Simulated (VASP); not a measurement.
A run of VASP 6.6.1:

INCAR

```
PREC = Accurate ; ENCUT = 520
EDIFF = 1E-6 ; ISMEAR = -1
SIGMA = 0.05 ; LREAL = F
LASPH = T ; NELM = 80
ALGO = Normal ; ISIF = 2
LWAVE = F ; LCHARG = F
LDIPOL = T ; IDIPOL = 3
DIPOL = 0.5 0.5 0.500 ; GGA = PS
NBANDS = 42
```

KPOINTS

```
Automatic mesh
0
Gamma
  8 7 1
```

The input POSCAR:

```
Ta
1.0
    4.9676408003      0.0000000000      0.0000000000
    0.0000000000      5.0868250988      0.0000000000
    0.0000000000      0.0000000000     18.8681000000
Ta
6
Direct
    0.3333333330      0.7500000000      0.4239968849
    0.6666666670      0.2500000000      0.4239968849
    0.8333333330      0.7500000000      0.5000000000
    0.1666666670      0.2500000000      0.5000000000
    0.3333333330      0.7500000000      0.5760031151
    0.6666666670      0.2500000000      0.5760031151
```

Potentials or basis: VASP PAW PBE potentials, release 64 (Ta_pv).

The run is started by

```sh
$ cat potpaw_PBE.64/Ta_pv/POTCAR > POTCAR
$ mpirun -np 1 vasp_std > vasp.out
```

Hardware: 1 thread of Intel(R) Xeon(R) Platinum 8559C (Emerald Rapids), with other jobs on the host.

Question: How long does it take, and how much memory?

Answer: Run time: 6.4 min on 1 thread of Intel(R) Xeon(R) Platinum 8559C (Emerald Rapids) (shared host), peak memory 0.65 GiB. Counts: scf iterations 23, k points 20.
